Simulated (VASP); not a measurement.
Here is a VASP 6.6.1 calculation.

Contents of INCAR:

```
PREC = Accurate ; ENCUT = 520
EDIFF = 1E-7 ; ISMEAR = -1
SIGMA = 0.01 ; LREAL = False
LASPH = True ; NELM = 60
ALGO = Normal ; ISIF = 2
LWAVE = False ; LCHARG = True
GGA = PS ; LELF = True
LVHAR = True ; NBANDS = 24
```

File KPOINTS:

```
regular mesh
0
Gamma
  11 11 6
```

Contents of POSCAR:

```
TaN
1.0
    3.0480019786      0.0000000000      0.0000000000
   -1.5240009893      2.6396471442      0.0000000000
    0.0000000000      0.0000000000      4.9180000000
Ta N
2 2
Direct
    0.0000000000      0.0000000000      0.0000000000
    0.0000000000      0.0000000000      0.5000000000
    0.3333333333      0.6666666667      0.2500000000
    0.6666666667      0.3333333333      0.7500000000
```

Potentials or basis: VASP PAW PBE potentials, release 64 (Ta_pv, N).

The run is started by

```bash
$ cat potpaw_PBE.64/Ta_pv/POTCAR potpaw_PBE.64/N/POTCAR > POTCAR
$ mpirun -np 1 vasp_std > vasp.out
```

(1) What does it give for the band gap on the k mesh?

(2) Estimate the pressure.

## Answers

(1) zero (band 16 reaches 10.46 eV, above the bottom of band 17 at 7.85 eV).

(2) 50.0 GPa.

Caveat: the PAW data sets were made with another functional, which shifts forces and pressure a little; spin-orbit coupling is left out, which moves the levels of the heavy elements.
